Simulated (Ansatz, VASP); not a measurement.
# Si3Sn: VASP beside Ansatz

```
Si Sn
1.0
     3.62234    0.00000    0.00000
     0.00000    3.62234    0.00000
     0.00000    0.00000    7.19784
Si Sn
3 1
Direct
  0.00000 0.00000 0.67555
  0.00000 0.00000 0.32445
  0.00000 0.00000 0.00000
  0.50000 0.50000 0.50000
```

Alike in both runs: task relaxation of cell and atoms; functional PBE; k mesh 12 × 12 × 8; occupations gaussian, width 0.1 eV; no spin polarisation.

```csv
,VASP,Ansatz
version,VASP 6.6.1,Ansatz 0.2.0
potentials or method,"VASP PAW PBE potentials, release 64 (Si, Sn_d), cutoff 600 eV","scalar-relativistic, plane waves, PAW"
valence electrons in the cell,26,26
```

|  | VASP | Ansatz | Ansatz less VASP |
| --- | --- | --- | --- |
| gap on the k mesh at the Fermi level, each at its own relaxed structure (eV) | none | none | - |
| relaxed volume (Å³/atom) | 22.80 | 22.83 | +0.028 |
| relaxed cell length with the largest relative difference (Å) | 7.601 | 7.604 | +0.0031 |

A gap of «none» marks a metal or a gap that the smearing closes.
